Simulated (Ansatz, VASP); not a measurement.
## One calculation of SiNi3, two programs

The input INCAR:

```
SYSTEM = SiNi3
ALGO = Fast
EDIFF = 1E-7
ENCUT = 520
ISIF = 2
ISMEAR = -1
ISPIN = 2
LASPH = .True.
LCHARG = .True.
LELF = .True.
LMAXMIX = 4
LORBIT = 11
LREAL = .False.
LVHAR = .True.
LWAVE = .False.
MAGMOM = 1 1 1 0
NBANDS = 29
NELM = 150
PREC = Accurate
SIGMA = 0.05
```

KPOINTS

```
k-points
0
Gamma
  8 8 8
  0 0 0
```

Contents of POSCAR:

```
SiNi3
1.0
    3.4941292669      0.0000000000      0.0000000000
    0.0000000000      3.4941292669      0.0000000000
    0.0000000000      0.0000000000      3.4941292669
Ni Si
3 1
Direct
    0.5000000000      0.5000000000      0.0000000000
    0.5000000000      0.0000000000      0.5000000000
    0.0000000000      0.5000000000      0.5000000000
    0.0000000000      0.0000000000      0.0000000000
```

input.yaml

```yaml
crystal:
  lattice:
    - [3.4941292669, 0.0, 0.0]
    - [0.0, 3.4941292669, 0.0]
    - [0.0, 0.0, 3.4941292669]
  atoms:
    - { symbol: Ni, position: [0.5, 0.5, 0.0], spin: 1.0 }
    - { symbol: Ni, position: [0.5, 0.0, 0.5], spin: 1.0 }
    - { symbol: Ni, position: [0.0, 0.5, 0.5], spin: 1.0 }
    - { symbol: Si, position: [0.0, 0.0, 0.0] }
hamiltonian:
  xc: lda
  pseudopotentials: { kind: paw }
magnetization:
  spin_polarized: true
kpoints:
  mp_grid: { grid: [8, 8, 8] }
scf:
  occupations: { method: fermi_dirac, width: 0.05 }
output:
  forces: true
  stress: true
  eigenvalues: true
```

Alike in both runs: task single point; functional LDA; k mesh 8 × 8 × 8; occupations fermi-dirac, width 0.05 eV; collinear spin.

```csv
,VASP,Ansatz
version,VASP 6.6.1,Ansatz 0.2.0
potentials or method,"VASP PAW LDA potentials, release 64 (Ni, Si)",Ansatz PAW
plane-wave cutoff (eV),520,420
valence electrons in the cell,34,58
```

```csv
,VASP,Ansatz,Ansatz less VASP
gap on the k mesh at the Fermi level (eV),none,none,-
pressure (GPa),-12.7,-13.0,-0.29
net moment per atom (μB),0.00,0.00,0.000
```

LDA's correlation is that of Perdew and Zunger in VASP and of Perdew and Wang (1992) in Ansatz. A gap of «none» marks a metal or a gap that the smearing closes. VASP's potentials hold 34 valence electrons a cell and Ansatz's 58, so a difference there can come from the potentials and not from the codes.
